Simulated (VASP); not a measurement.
A run of VASP 6.6.1:

File INCAR:

```
SYSTEM = GaSb
ALGO = Normal
EDIFF = 1E-6
ENCUT = 500
GGA = PS
GGA_COMPAT = .FALSE.
ISIF = 2
ISMEAR = 0
LASPH = .TRUE.
LCHARG = .FALSE.
LREAL = .FALSE.
LWAVE = .FALSE.
NBANDS = 16
NELM = 120
PREC = Accurate
SIGMA = 0.01
```

Contents of KPOINTS:

```
k-points
0
G
  10 10 10
  0 0 0
```

Contents of POSCAR:

```
GaSb
1.0
    0.0000000000      3.0251137357      3.0251137357
    3.0251137357      0.0000000000      3.0251137357
    3.0251137357      3.0251137357      0.0000000000
Ga Sb
1 1
Direct
    0.0000000000      0.0000000000      0.0000000000
    0.2500000000      0.2500000000      0.2500000000
```

Potentials or basis: VASP PAW PBE potentials, release 64 (Ga_d, Sb).

Launch:

```sh
$ cat potpaw_PBE.64/Ga_d/POTCAR potpaw_PBE.64/Sb/POTCAR > POTCAR
$ mpirun -np 1 vasp_std > vasp.out
```

Hardware: 1 thread of AMD EPYC 7R13, with other jobs on the host.

Task: How long does it take, and how much memory?

Result: Wall time 72 s on 1 thread of AMD EPYC 7R13, with other jobs on the host, peak memory 0.17 GiB. Counts: scf iterations 12, k points 47.
